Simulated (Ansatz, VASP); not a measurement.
This is a calculation of Hf for VASP 6.6.1.

Contents of INCAR:

```
SYSTEM = Hf
ALGO = Fast
EDIFF = 1E-6
ENCUT = 520
GGA = PE
ISIF = 2
ISMEAR = 0
LASPH = .TRUE.
LCHARG = .FALSE.
LREAL = .FALSE.
LWAVE = .FALSE.
NBANDS = 11
NELM = 100
PREC = Accurate
SIGMA = 0.011
```

The input KPOINTS:

```
k-points
0
G
  10 10 10
  0 0 0
```

The input POSCAR:

```
Hf
1.0
   -1.8050000000      1.8050000000      1.8050000000
    1.8050000000     -1.8050000000      1.8050000000
    1.8050000000      1.8050000000     -1.8050000000
Hf
1
Direct
    0.0000000000      0.0000000000      0.0000000000
```

Potentials or basis: VASP PAW PBE potentials, release 64 (Hf_pv).

Launch:

```bash
$ cat potpaw_PBE.64/Hf_pv/POTCAR > POTCAR
$ mpirun -np 1 vasp_std > vasp.out
```

Problem. Set up the same calculation for Ansatz 0.2.0. Potentials there: Ansatz PAW.

Solution. As run (the cutoff follows the program's own potentials):

Contents of input.yaml:

```yaml
crystal:
  lattice:
    - [-1.805, 1.805, 1.805]
    - [1.805, -1.805, 1.805]
    - [1.805, 1.805, -1.805]
  atoms:
    - { symbol: Hf, position: [0.0, 0.0, 0.0] }
hamiltonian:
  xc: pbe
  pseudopotentials: { kind: paw }
kpoints:
  mp_grid: { grid: [10, 10, 10] }
scf:
  occupations: { method: gaussian, width: 0.011 }
output:
  forces: true
  stress: true
  eigenvalues: true
```

Potentials or basis: Ansatz PAW.

Launch:

```bash
$ ansatz run input.yaml --threads 2 --pin off --max-ram 5632MiB --backend cpu --events-out ev --progress --plain --runs-dir out
```

Both were run:

|  | VASP | Ansatz | Ansatz less VASP |
| --- | --- | --- | --- |
| gap on the k mesh at the Fermi level (eV) | none | none | - |
| pressure (GPa) | -5.3 | -5.0 | +0.27 |

A gap of «none» marks a metal or a gap that the smearing closes. VASP's potentials hold 10 valence electrons a cell and Ansatz's 26, so a difference there can come from the potentials and not from the codes.

Neither program's run includes spin-orbit coupling.
